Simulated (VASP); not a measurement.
A run of VASP 6.6.1:

File INCAR:

```
PREC = Accurate ; ENCUT = 520
EDIFF = 1E-6 ; ISMEAR = 0
SIGMA = 0.1 ; LREAL = F
LASPH = T ; NELM = 150
ALGO = Normal ; ISIF = 2
LWAVE = F ; LCHARG = T
ISPIN = 2 ; MAGMOM = 1.4 0
LORBIT = 11 ; LMAXMIX = 4
GGA = PE ; LELF = T
LVHAR = T ; NBANDS = 22
```

The input KPOINTS:

```
Automatic mesh
0
Gamma
  18 18 18
```

Contents of POSCAR:

```
CoSn
1.0
   -1.4818657874     -1.4818657874     -3.7072456242
   -1.4818657874     -3.7072456242     -1.4818657874
   -3.7072456242     -1.4818657874     -1.4818657874
Co Sn
1 1
Direct
    1.0000000000      1.0000000000      0.0000000000
    0.5000000000      0.5000000000      0.5000000000
```

Potentials or basis: VASP PAW PBE potentials, release 64 (Co, Sn_d).

Command:

```bash
$ cat potpaw_PBE.64/Co/POTCAR potpaw_PBE.64/Sn_d/POTCAR > POTCAR
$ mpirun -np 1 vasp_std > vasp.out
```

Hardware: 1 thread of Oxide Virtual Turin-like Processor, on a shared host.

Estimate the wall time of this run.

Run time: 33 min on 1 thread of Oxide Virtual Turin-like Processor (shared host), peak memory 0.68 GiB. Counts: scf iterations 19, k points 580.
